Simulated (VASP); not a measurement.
# AlP (F-43m) in VASP: further runs, part 2 of 2

VASP 6.6.1. The steps go on from the part before.

### 5 Relaxation of cell and atoms, PBE+D3(BJ)

Contents of INCAR:

```
PREC = Accurate
ENCUT = 500
EDIFF = 1E-7
ISMEAR = 0
SIGMA = 0.02
LREAL = False
LASPH = True
NELM = 120
ALGO = Normal
ISIF = 3
LWAVE = False
LCHARG = False
GGA = PE
IVDW = 12
IBRION = 2
NSW = 100
EDIFFG = -0.002
GGA_COMPAT = False
NELMIN = 4
```

Contents of KPOINTS:

```
regular mesh
0
Gamma
  8 8 8
```

Contents of POSCAR:

```
AlP
1.0
    0.0000000000      2.7350000000      2.7350000000
    2.7350000000      0.0000000000      2.7350000000
    2.7350000000      2.7350000000      0.0000000000
Al P
1 1
Direct
    0.0000000000      0.0000000000      0.0000000000
    0.2500000000      0.2500000000      0.2500000000
```

Potentials or basis: VASP PAW PBE potentials, release 64 (Al, P).

The run is started by

```sh
> cat potpaw_PBE.64/Al/POTCAR potpaw_PBE.64/P/POTCAR > POTCAR
> mpirun -np 1 vasp_std > vasp.out
```

OUTCAR:

```text
PREC = Accurate
   ENCUT = 500
   EDIFF = 1E-7
   ISMEAR = 0
   LREAL = False
   LASPH = True
   NELM = 120
   ISIF = 3
   GGA = PE
   IVDW = 12
   IBRION = 2
   NSW = 100
   EDIFFG = -0.002
   NELMIN = 4
 IVDW          = 12

 ion  position               nearest neighbor table
   1  0.000  0.000  0.000-   2 2.37   2 2.37   2 2.37   2 2.37
   2  0.250  0.250  0.250-   1 2.37   1 2.37   1 2.37   1 2.37

  LATTYP: Found a face centered cubic cell.
 ALAT       =     5.4700000000

  Lattice vectors:

 A1 = (   0.0000000000,   2.7350000000,   2.7350000000)
 A2 = (   2.7350000000,   0.0000000000,   2.7350000000)
 A3 = (   2.7350000000,   2.7350000000,   0.0000000000)

Analysis of symmetry for initial positions (statically):
=====================================================================
 Subroutine PRICEL returns:
 Original cell was already a primitive cell.

 Routine SETGRP: Setting up the symmetry group for a
 face centered cubic supercell.

 Subroutine GETGRP returns: Found 24 space group operations
 (whereof 24 operations were pure point group operations)
 out of a pool of 48 trial point group operations.

The static configuration has the point symmetry T_d .

Analysis of symmetry for dynamics (positions and initial velocities):
=====================================================================
 Subroutine PRICEL returns:
 Original cell was already a primitive cell.

 Routine SETGRP: Setting up the symmetry group for a
 face centered cubic supercell.

 Subroutine GETGRP returns: Found 24 space group operations
 (whereof 24 operations were pure point group operations)
 out of a pool of 48 trial point group operations.

The dynamic configuration has the point symmetry T_d .

 Subroutine INISYM returns: Found 24 space group operations
 (whereof 24 operations are pure point group operations),
 and found     1 'primitive' translations

----------------------------------------------------------------------------------------

                                     Primitive cell

  volume of cell :      40.9168

  direct lattice vectors                    reciprocal lattice vectors
     0.000000000  2.735000000  2.735000000    -0.182815356  0.182815356  0.182815356
     2.735000000  0.000000000  2.735000000     0.182815356 -0.182815356  0.182815356
     2.735000000  2.735000000  0.000000000     0.182815356  0.182815356 -0.182815356

  length of vectors
     3.867874093  3.867874093  3.867874093     0.316645486  0.316645486  0.316645486

  position of ions in fractional coordinates (direct lattice)
     0.000000000  0.000000000  0.000000000
     0.250000000  0.250000000  0.250000000

  ion indices of the primitive-cell ions
   primitive index   ion index
                 1           1
                 2           2

----------------------------------------------------------------------------------------

 KPOINTS: regular mesh

Automatic generation of k-mesh.
 Grid dimensions read from file:
 generate k-points for:    8    8    8

 Generating k-lattice:

  Cartesian coordinates                     Fractional coordinates (reciprocal lattice)
    -0.022851920  0.022851920  0.022851920     0.125000000  0.000000000  0.000000000
     0.022851920 -0.022851920  0.022851920     0.000000000  0.125000000  0.000000000
     0.022851920  0.022851920 -0.022851920     0.000000000  0.000000000  0.125000000

  Length of vectors
     0.039580686  0.039580686  0.039580686

  Shift w.r.t. Gamma in fractional coordinates (k-lattice)
     0.000000000  0.000000000  0.000000000

 Subroutine IBZKPT returns following result:
 ===========================================

 Found     29 irreducible k-points:

 Following reciprocal coordinates:
            Coordinates               Weight
  0.000000  0.000000  0.000000      1.000000
  0.125000  0.000000  0.000000      8.000000
  0.250000  0.000000  0.000000      8.000000
  0.375000  0.000000  0.000000      8.000000
  0.500000  0.000000  0.000000      4.000000
  0.125000  0.125000  0.000000      6.000000
[... 16 lines left out ...]
  0.500000  0.250000  0.125000     48.000000
 -0.375000  0.250000  0.125000     24.000000
 [... further k-points ...]
   k-points           NKPTS =     29   k-points in BZ     NKDIM =     29   number of bands    NBANDS=      8
   number of dos      NEDOS =    301   number of ions     NIONS =      2
   total plane-waves  NPLWV =  21952
   dimension x,y,z NGX =    28 NGY =   28 NGZ =   28
   dimension x,y,z NGXF=    56 NGYF=   56 NGZF=   56
   ions per type =               1   1
   NGX,Y,Z   is equivalent  to a cutoff of  12.03, 12.03, 12.03 a.u.
   NGXF,Y,Z  is equivalent  to a cutoff of  24.07, 24.07, 24.07 a.u.
 SYSTEM =  unknown system
   PREC   = accura    normal or accurate (medium, high low for compatibility)
   ISTART =      0    job   : 0-new  1-cont  2-samecut
   ICHARG =      2    charge: 1-file 2-atom 10-const
   ISPIN  =      1    spin polarized calculation?
   LNONCOLLINEAR =      F non collinear calculations
   LSORBIT =      F    spin-orbit coupling
   LASPH  =      T    aspherical Exc in radial PAW
   ENCUT  =  500.0 eV  36.75 Ry    6.06 a.u.   7.05  7.05  7.05*2*pi/ulx,y,z
   NELM   =    120;   NELMIN=  4; NELMDL= -5     # of ELM steps
   EDIFF  = 0.1E-06   stopping-criterion for ELM
   LREAL  =      F    real-space projection
   EDIFFG = -.2E-02   stopping-criterion for IOM
   NSW    =    100    number of steps for IOM
   IBRION =      2    ionic relax: 0-MD 1-quasi-New 2-CG
   NFREE  =      1    steps in history (QN), initial steepest desc. (CG)
   ISIF   =      3    stress and relaxation
   ISYM   =      2    0-nonsym 1-usesym 2-fastsym
   POTIM  = 0.5000    time-step for ionic-motion
   TEBEG  =    0.0;   TEEND  =   0.0 temperature during run
   PSTRESS=    0.0 pullay stress
   NELECT =       8.0000    total number of electrons
   NUPDOWN=      -1.0000    fix difference up-down
   EMIN   =  10.00;   EMAX   =-10.00  energy-range for DOS
   EFERMI =   0.00;   METHOD = LEGACY
   ISMEAR =     0;   SIGMA  =   0.02  broadening in eV -4-tet -1-fermi 0-gaus
   EFERMI_NEDOS =   21; number of points for ismear=-14 and -15
   IALGO  =     38    algorithm
   IMIX   =      4    mixing-type and parameters
     AMIX     =   0.40;   BMIX     =  1.00
     AMIX_MAG =   1.60;   BMIX_MAG =  1.00
  volume/ion in A,a.u.               =      20.46       138.06
  Fermi-wavevector in a.u.,A,eV,Ry     =   0.950176  1.795573 12.283814  0.902835
  Thomas-Fermi vector in A             =   2.078528
   LORBIT       =      0    0 simple, 1 ext, 2 COOP (PROOUT), +10 PAW based schemes
   GGA     = PE    functional components
   LHFCALC =     F    Hartree Fock is set to
   AEXX    =    0.0000 exact exchange contribution
   IVDW    =    12    specifies the selected vdW correction
   LEPSILON=     F    determine dielectric tensor
   LRPA    =     F    only Hartree local field effects (RPA)
 conjugate gradient relaxation of ions
 non-spin polarized calculation
 Gauss-broadening in eV      SIGMA  =   0.02
  energy-cutoff  :      500.00
  volume of cell :       40.92
 maximum number of plane-waves:      1056
   NGX = 15   NGY = 15   NGZ = 15

--------------------------------------- Ionic step        1  -------------------------------------------

 number of electron       8.0000000 magnetization

 Free energy of the ion-electron system (eV)
  ---------------------------------------------------
  ext. energy  EPLUGINS =         0.00000000
  ---------------------------------------------------
  free energy    TOTEN  =       -10.37253255 eV

  energy without entropy =      -10.37253255  energy(sigma->0) =      -10.37253255

------------------------ aborting loop because EDIFF is reached ----------------------------------------

 Edisp (eV)   -0.61243

 E8    (eV) :    -0.2534
[... 71 lines left out ...]
--------------------------------------- Ionic step        3  -------------------------------------------

 number of electron       8.0000000 magnetization

 Free energy of the ion-electron system (eV)
  ---------------------------------------------------
  ext. energy  EPLUGINS =         0.00000000
  ---------------------------------------------------
  free energy    TOTEN  =       -10.36648427 eV

  energy without entropy =      -10.36648427  energy(sigma->0) =      -10.36648427

 E-fermi :   4.7649     XC(G=0):  -9.2301

 val. band max:        4.6306021876   @ k =   0.0000   0.0000   0.0000
 cond. band min:       6.1991604939   @ k =   0.5000   0.5000   0.0000
 fundamental gap:      1.5685583063
 Fermi energy:         4.7649445509

 k-point     1 :       0.0000    0.0000    0.0000
  band No.  band energies     occupation
      1      -6.9062      2.00000
      2       4.6306      2.00000
      3       4.6306      2.00000
      4       4.6306      2.00000
      5       7.9835      0.00000
      6       9.1999      0.00000
      7       9.1999      0.00000
      8       9.1999      0.00000
[... 243 lines left out ...]
 k-point    24 :      -0.3750    0.2500    0.1250
  band No.  band energies     occupation
      1      -4.8979      2.00000
      2      -0.5585      2.00000
      3       2.0240      2.00000
      4       3.1385      2.00000
      5       8.5886      0.00000
      6       9.1761      0.00000
      7      11.5428      0.00000
      8      12.3591      0.00000

 [... further k-points ...]

------------------------ aborting loop because EDIFF is reached ----------------------------------------

 Edisp (eV)   -0.61981

 E8    (eV) :    -0.2566
[... 25 lines left out ...]
  FREE ENERGIE OF THE ION-ELECTRON SYSTEM (eV)
  ---------------------------------------------------
  free  energy   TOTEN  =       -10.9862975223 eV

  energy  without entropy=      -10.9862975223  energy(sigma->0) =      -10.98629752

 reached required accuracy - stopping structural energy minimisation
```

OSZICAR:

```text
N       E                     dE             d eps       ncg     rms          rms(c)
DAV:   1     0.116979889180E+02    0.11698E+02   -0.30616E+03   464   0.732E+02
DAV:   2    -0.102255402963E+02   -0.21924E+02   -0.21033E+02   656   0.900E+01
DAV:   3    -0.107187743018E+02   -0.49323E+00   -0.49323E+00   592   0.182E+01
[... 25 lines left out ...]
DAV:   3    -0.103664957018E+02    0.87995E-04   -0.32546E-04   584   0.935E-02    0.203E-02
DAV:   4    -0.103664888511E+02    0.68508E-05   -0.78162E-06   552   0.206E-02    0.164E-02
DAV:   5    -0.103664847026E+02    0.41485E-05   -0.27286E-06   552   0.100E-02    0.667E-03
DAV:   6    -0.103664843644E+02    0.33813E-06   -0.11257E-07   336   0.271E-03    0.230E-03
DAV:   7    -0.103664842744E+02    0.90000E-07   -0.31378E-08   240   0.129E-03
   3 F= -.10986298E+02 E0= -.10986298E+02  d E =-.133191E-02
```

It took 15 s on 1 thread of Intel Xeon Platinum 8488C (Sapphire Rapids), shared host; peak memory 0.16 GiB.

What came out:

```
Free energy                           : -10.9863 eV
Relaxed volume                        : 20.24 Å³/atom
Relaxed cell                          : a = 3.854 Å, b = 3.854 Å, c = 3.854 Å, α = 60.00°, β = 60.00°, γ = 60.00°
Space group after relaxing (to 0.1 Å) : F-43m (No. 216)
Energy gained by relaxing             : 0.7 meV/atom
Ionic steps                           : 3
Pressure after relaxing               : 0.0 GPa
Band gap on the k mesh                : 1.57 eV (least direct gap 3.35 eV)
Dispersion energy per atom            : -0.310 eV
```

The path:
| step | energy change (eV) | largest force (eV/Å) | pressure (GPa) | volume (Å³) |
| --- | --- | --- | --- | --- |
| 1 | 0.0000 | 0.0000 | -0.95 | 40.92 |
| 2 | -0.0008 | 0.0000 | 0.60 | 40.21 |
| 3 | -0.0013 | 0.0000 | 0.01 | 40.47 |

Final structure:
```
Al P
1.0
     0.00000    2.72503    2.72503
     2.72503    0.00000    2.72503
     2.72503    2.72503    0.00000
Al P
1 1
Direct
  0.00000 0.00000 0.00000
  0.25000 0.25000 0.25000
```

A k mesh can miss the band edges.

### 6 The runs side by side

| task | cell | k mesh | smearing | gap on the mesh (eV) | pressure (GPa) |
| --- | --- | --- | --- | --- | --- |
| single point | a = 3.868 Å, angles 60.0°, 2 atoms | 6 × 6 × 6 | gaussian 0.1 eV | 1.59 | -0.9 |
| single point | a = 3.855 Å, angles 60.0°, 2 atoms | 8 × 8 × 8 | gaussian 0.02 eV | 1.57 | -0.1 |
| relaxation of cell and atoms | relaxed from a = 3.868 Å, angles 60.0°, 2 atoms | 8 × 8 × 8 | gaussian 0.02 eV | 1.57 | 0.0 |

Alike in all rows: level PBE+D3(BJ); potentials or basis VASP PAW PBE potentials, release 64 (Al, P); no spin polarisation; cutoff (eV) 500.

Absolute energies hang on the potentials; compare differences alone.
